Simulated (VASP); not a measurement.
A run of VASP 6.6.1:

The input INCAR:

```
  PREC = Accurate
  ENCUT = 520
  EDIFF = 1E-6
  ISMEAR = -1
  SIGMA = 0.01
  LREAL = F
  LASPH = T
  NELM = 150
  ALGO = Normal
  ISIF = 2
  LWAVE = F
  LCHARG = F
  ISPIN = 2
  MAGMOM = 1.82
  LORBIT = 11
  NUPDOWN = 1.8
  LMAXMIX = 4
  GGA = PS
  IVDW = 12
  ISYM = 0
  NBANDS = 15
```

Contents of KPOINTS:

```
Automatic mesh
0
Gamma
  14 14 14
  0.5 0.5 0.5
```

Contents of POSCAR:

```
Ni
1.0
    0.0000000000      1.7619350000      1.7619350000
    1.7619350000      0.0000000000      1.7619350000
    1.7619350000      1.7619350000      0.0000000000
Ni
1
Direct
    0.0000000000      0.0000000000      0.0000000000
```

Potentials or basis: VASP PAW PBE potentials, release 64 (Ni).

Command:

```sh
$ cat potpaw_PBE.64/Ni/POTCAR > POTCAR
$ mpirun -np 1 vasp_std > vasp.out
```

Hardware: 1 thread of Intel(R) Xeon(R) Platinum 8488C (Sapphire Rapids), on a shared host.

Problem. Estimate the wall time of this run.

Solution. It took 21 min on 1 thread of Intel(R) Xeon(R) Platinum 8488C (Sapphire Rapids), on a shared host, peak memory 1.3 GiB. Counts: scf iterations 13, k points 5488.
